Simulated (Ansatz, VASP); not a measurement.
**CaSe in VASP and in Ansatz**

POSCAR

```
CaSe
1.0
    5.0055966708      0.0000000000      0.0000000000
   -2.5027983354      4.3349738781      0.0000000000
    0.0000000000      0.0000000000      5.8757322638
Ca Se
2 2
Direct
    0.3333333333      0.6666666667     -0.0624992789
    0.6666666667      0.3333333333      0.4375007211
    0.3333333333      0.6666666667      0.4374992789
    0.6666666667      0.3333333333      0.9374992789
```

File INCAR.step1:

```
SYSTEM = CaSe
ALGO     = Normal         ! electronic algorithm
EDIFF    = 1E-4           ! SCF threshold, eV
ENCUT    = 520            ! plane-wave cutoff, eV
GGA      = PE             ! functional
ISMEAR   = 0              ! smearing method
LASPH    = .TRUE.         ! aspherical terms in the spheres
LCHARG   = .FALSE.        ! write CHGCAR
LREAL    = .FALSE.        ! projectors in reciprocal space
LWAVE    = .TRUE.         ! write WAVECAR
NBANDS   = 24             ! bands
NELM     = 100            ! most SCF steps
PREC     = Accurate       ! precision mode
SIGMA    = 0.01           ! smearing width, eV
```

File INCAR.step2:

```
SYSTEM = CaSe
ALGO     = Normal         ! electronic algorithm
EDIFF    = 1E-7           ! SCF threshold, eV
ENCUT    = 520            ! plane-wave cutoff, eV
ISIF     = 2              ! what is computed and relaxed
ISMEAR   = 0              ! smearing method
ISTART   = 1            
LASPH    = .TRUE.         ! aspherical terms in the spheres
LCHARG   = .TRUE.         ! write CHGCAR
LELF     = .TRUE.         ! ELF
LMIXTAU  = .TRUE.       
LREAL    = .FALSE.        ! projectors in reciprocal space
LVHAR    = .TRUE.       
LWAVE    = .FALSE.        ! write WAVECAR
METAGGA  = R2SCAN         ! meta-GGA
NBANDS   = 24             ! bands
NELM     = 100            ! most SCF steps
PREC     = Accurate       ! precision mode
SIGMA    = 0.01           ! smearing width, eV
```

Contents of KPOINTS:

```
k-points
0
G
  6 6 4
  0 0 0
```

Input for Ansatz:

```yaml
crystal:
  lattice:
    - [5.0055966708, 0.0, 0.0]
    - [-2.5027983354, 4.3349738781, 0.0]
    - [0.0, 0.0, 5.8757322638]
  atoms:
    - { symbol: Ca, position: [0.3333333333, 0.6666666667, -0.0624992789] }
    - { symbol: Ca, position: [0.6666666667, 0.3333333333, 0.4375007211] }
    - { symbol: Se, position: [0.3333333333, 0.6666666667, 0.4374992789] }
    - { symbol: Se, position: [0.6666666667, 0.3333333333, 0.9374992789] }
kpoints:
  mp_grid: { grid: [6, 6, 4] }
  band_path:
    path:
      - [0.0, 0.0, 0.0]
      - [0.5, 0.0, 0.0]
      - [0.3333333333, 0.3333333333, 0.0]
      - [0.0, 0.0, 0.5]
      - [0.5, 0.0, 0.5]
      - [0.3333333333, 0.3333333333, 0.5]
    npoints: 1
hamiltonian:
  xc: r2scan
scf:
  occupations: { method: fixed }
  n_extra_bands: 5
output:
  forces: true
  stress: true
  eigenvalues: true
  write_density: true
  write_potential: true
  elf: true
  volumetric_format: npy
```

Alike in both runs: task single point; functional r2SCAN; k mesh 6 × 6 × 4; no spin polarisation.

|  | VASP | Ansatz |
| --- | --- | --- |
| version | VASP 6.6.1 | Ansatz 0.2.0 |
| potentials or method | VASP PAW PBE potentials, release 64 (Ca_sv, Se) | plane waves, PAW |
| plane-wave cutoff (eV) | 520 | 500 |
| occupations | gaussian, width 0.01 eV | fixed |
| valence electrons in the cell | 32 | 52 |

|  | VASP | Ansatz | Ansatz less VASP |
| --- | --- | --- | --- |
| gap on the k mesh at the Fermi level (eV) | 2.89 | 2.89 | +0.001 |
| pressure (GPa) | 0.2 | 0.0 | -0.20 |

VASP's potentials were made for PBE, not for r2SCAN. VASP's potentials hold 32 valence electrons a cell and Ansatz's 52, so a difference there can come from the potentials and not from the codes. Ansatz's warnings: structure snapped to symmetry.
